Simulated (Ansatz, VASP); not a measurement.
## Zn in VASP and in Ansatz

Contents of INCAR:

```
  PREC = Accurate
  ENCUT = 520
  EDIFF = 1E-6
  ISMEAR = -1
  SIGMA = 0.05
  LREAL = F
  LASPH = T
  NELM = 60
  ALGO = Normal
  ISIF = 2
  LWAVE = F
  LCHARG = F
  GGA = PE
  NBANDS = 19
```

Contents of KPOINTS:

```
Automatic mesh
0
Gamma
  12 12 12
```

The input POSCAR:

```
Zn
1.0
    0.0000000000      2.6485815187      2.6485815187
    2.6485815187      0.0000000000      2.6485815187
    2.6485815187      2.6485815187      0.0000000000
Zn
2
Direct
   -0.1250000000     -0.1250000000     -0.1250000000
    0.1250000000      0.1250000000      0.1250000000
```

Input for Ansatz:

```yaml
crystal:
  lattice:
    - [0.0, 2.6485815187, 2.6485815187]
    - [2.6485815187, 0.0, 2.6485815187]
    - [2.6485815187, 2.6485815187, 0.0]
  atoms:
    - { symbol: Zn, position: [-0.125, -0.125, -0.125] }
    - { symbol: Zn, position: [0.125, 0.125, 0.125] }
kpoints:
  mp_grid: { grid: [12, 12, 12] }
scf:
  occupations: { method: fermi_dirac, width: 0.05 }
hamiltonian:
  xc: pbe
  pseudopotentials: { kind: all_electron, lapw: { basis_error: 0.001 } }
output:
  forces: true
  stress: true
  eigenvalues: true
  populations: true
```

Change from the starting cell: volume scaled by 0.75, LAPW.

Alike in both runs: task single point; functional PBE; k mesh 12 × 12 × 12; occupations fermi-dirac, width 0.05 eV; no spin polarisation.

|  | VASP | Ansatz |
| --- | --- | --- |
| version | VASP 6.6.1 | Ansatz 0.2.0 |
| potentials or method | VASP PAW PBE potentials, release 64 (Zn), cutoff 520 eV | all-electron LAPW, scalar-relativistic |

Ansatz gave:

```
pressure (GPa) : 15.5
```

Which values does VASP return?

Pressure (GPa): 16.0.

Ansatz ran all-electron here, and VASP with PAW potentials.
